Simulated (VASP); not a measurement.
Pt:

```
Pt
1.0
     0.00000    1.97500    1.97500
     1.97500    0.00000    1.97500
     1.97500    1.97500    0.00000
Pt
1
Direct
  0.00000 0.00000 0.00000
```

| Item | Value |
| --- | --- |
| Program | VASP 6.6.1 |
| Task | relaxation of cell and atoms |
| Functional | PBEsol |
| Potentials or basis | VASP PAW PBE potentials, release 64 (Pt) |
| Cutoff | 500 eV |
| k mesh | 12 × 12 × 12 |
| Occupations | gaussian, width 0.1 eV |
| Spin | no spin polarisation |

At the start: pressure -6.8 GPa; volume 15.41 Å³/atom.

Q: How do energy, volume and symmetry change on relaxing?

A: Over 4 steps the energy falls by 8.3 meV/atom and the volume is 15.03 Å³/atom (-2.5 %); space group Fm-3m (No. 225, to 0.1 Å) before and after.

The path:
| step | energy change (eV) | largest force (eV/Å) | pressure (GPa) | volume (Å³) |
| --- | --- | --- | --- | --- |
| 1 | 0.0000 | 0.0000 | -6.78 | 15.41 |
| 2 | 0.0647 | 0.0000 | 24.62 | 14.00 |
| 3 | -0.0083 | 0.0000 | -0.19 | 15.03 |
| 4 | -0.0083 | 0.0000 | -0.02 | 15.03 |

Final structure:
```xyz
1
Lattice="0.0000 1.9585 1.9585 1.9585 0.0000 1.9585 1.9585 1.9585 0.0000" Properties=species:S:1:pos:R:3 pbc="T T T"
Pt    1.9585    0.0000    1.9585
```

Caveat: the PAW data sets were made with another functional, which shifts forces and pressure a little.
